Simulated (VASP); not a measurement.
Set up this calculation in VASP 6.6.1, as the native input.

* Task: single point
* Functional: r2SCAN
* Potentials or basis: VASP PAW PBE potentials, release 64 (C)
* Cutoff: 520 eV
* k mesh: 10 × 10 × 1
* Occupations: fermi-dirac, width 0.02 eV
* Spin: no spin polarisation
* Dipole correction: yes
* Further INCAR settings: ALGO = Normal; EDIFF = 1e-06; NBANDS = 21

The system is C, a slab with vacuum.

```
CELL_PARAMETERS angstrom
2.51745 0.00000 0.00000
0.00000 2.51745 0.00000
0.00000 0.00000 20.45030
ATOMIC_POSITIONS crystal
C 0.75000 0.00000 0.39499
C 0.25000 0.00000 0.43299
C 0.25000 0.50000 0.47903
C 0.75000 0.50000 0.52097
C 0.75000 0.00000 0.56701
C 0.25000 0.00000 0.60501
```

One way to write it, as run:

POSCAR

```
C
1.0
    2.5174486404      0.0000000000      0.0000000000
    0.0000000000      2.5174486404      0.0000000000
    0.0000000000      0.0000000000     20.4503000000
C
6
Direct
    0.7500000000      0.0000000000      0.3949889452
    0.2500000000      0.0000000000      0.4329915974
    0.2500000000      0.5000000000      0.4790266321
    0.7500000000      0.5000000000      0.5209733675
    0.7500000000      0.0000000000      0.5670084030
    0.2500000000      0.0000000000      0.6050110549
```

INCAR.step1

```
SYSTEM = C
PREC     = Accurate       ! precision mode
ENCUT    = 520            ! plane-wave cutoff, eV
ISMEAR   = -1             ! smearing method
SIGMA    = 0.02           ! smearing width, eV
LREAL    = .FALSE.        ! projectors in reciprocal space
LASPH    = .TRUE.         ! aspherical terms in the spheres
NELM     = 60             ! most SCF steps
LDIPOL   = .TRUE.       
IDIPOL   = 3            
DIPOL    = 0.5 0.5 0.500
NBANDS   = 21             ! bands
GGA      = PE             ! functional
ALGO     = Normal         ! electronic algorithm
EDIFF    = 1E-4           ! SCF threshold, eV
LWAVE    = .TRUE.         ! write WAVECAR
LCHARG   = .FALSE.        ! write CHGCAR
```

INCAR.step2

```
SYSTEM = C
PREC     = Accurate       ! precision mode
ENCUT    = 520            ! plane-wave cutoff, eV
EDIFF    = 1E-6           ! SCF threshold, eV
ISMEAR   = -1             ! smearing method
SIGMA    = 0.02           ! smearing width, eV
LREAL    = .FALSE.        ! projectors in reciprocal space
LASPH    = .TRUE.         ! aspherical terms in the spheres
NELM     = 60             ! most SCF steps
ALGO     = Normal         ! electronic algorithm
ISIF     = 2              ! what is computed and relaxed
LWAVE    = .FALSE.        ! write WAVECAR
LCHARG   = .FALSE.        ! write CHGCAR
LDIPOL   = .TRUE.       
IDIPOL   = 3            
DIPOL    = 0.5 0.5 0.500
METAGGA  = R2SCAN         ! meta-GGA
LMIXTAU  = .TRUE.       
NBANDS   = 21             ! bands
ISTART   = 1
```

KPOINTS

```
regular mesh
0
G
  10 10 1
  0 0 0
```

Potentials or basis: VASP PAW PBE potentials, release 64 (C).

The run is started by

```console
$ cat potpaw_PBE.64/C/POTCAR > POTCAR
$ cp INCAR.step1 INCAR
$ mpirun -np 1 vasp_std > vasp.out
$ cp INCAR.step2 INCAR
$ mpirun -np 1 vasp_std > vasp.out
```

Results of the run:

- Largest force: 0.067 eV/Å
- Band gap on the k mesh: zero (bands 12 and 13 overlap by 0.86 eV)

Caveat: the PAW data sets were made with another functional, which shifts forces and pressure a little.

Run time: 7.4 min on 1 thread of Intel(R) Xeon(R) Platinum 8259CL CPU @ 2.50GHz (Skylake/Cascade Lake), with other jobs on the host, peak memory 0.27 GiB.
